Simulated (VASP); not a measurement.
SiC (Moissanite 3C): single point with LDA

Crystal: SiC (Moissanite 3C).

```
Si C
1.0
     0.00000    2.15721    2.17900
     2.15721    0.00000    2.17900
     2.15721    2.15721    0.00000
Si C
1 1
Cartesian
  0.0000 0.0000 0.0000
  1.0786 1.0786 1.0895
```

```yaml
Program: VASP 6.6.1
Task: single point
Functional: LDA
Potentials_or_basis: VASP PAW LDA potentials, release 64 (Si, C)
Cutoff: 600 eV
k_mesh: 8 × 8 × 8
Occupations: fermi-dirac, width 0.02 eV
Spin: no spin polarisation
Dipole_correction: no
Further_INCAR_settings: ALGO = Normal; EDIFF = 1e-06; NBANDS = 11
```

```yaml
Pressure: 0.3 GPa
Band_gap_on_the_k_mesh: 1.23 eV, indirect (least direct gap 4.51 eV)
```

Stress tensor (GPa, compression positive):
```
 1.16  0.00  0.00
 0.00  1.16  0.00
 0.00  0.00 -1.51
```

Levels at points of the mesh, in eV from the valence-band top:
```csv
k point,band 2,band 3,band 4,band 5,band 6,band 7
"(0.00, 0.00, 0.00)",-0.07,0.00,0.00,6.50,7.30,7.30
"(0.50, 0.00, 0.00)",-8.69,-1.14,-1.02,5.54,7.12,7.26
"(0.50, 0.50, 0.00)",-7.99,-3.18,-3.18,1.33,4.35,14.06
"(0.50, 0.00, 0.50)",-7.86,-3.30,-3.28,1.23,4.18,13.86
```

Run time: 18 s on 1 thread of Intel Xeon 8259CL, on a shared host, peak memory 0.13 GiB.

A k mesh can miss the band edges. LDA gaps usually lie below the measured ones, often by a third to a half.
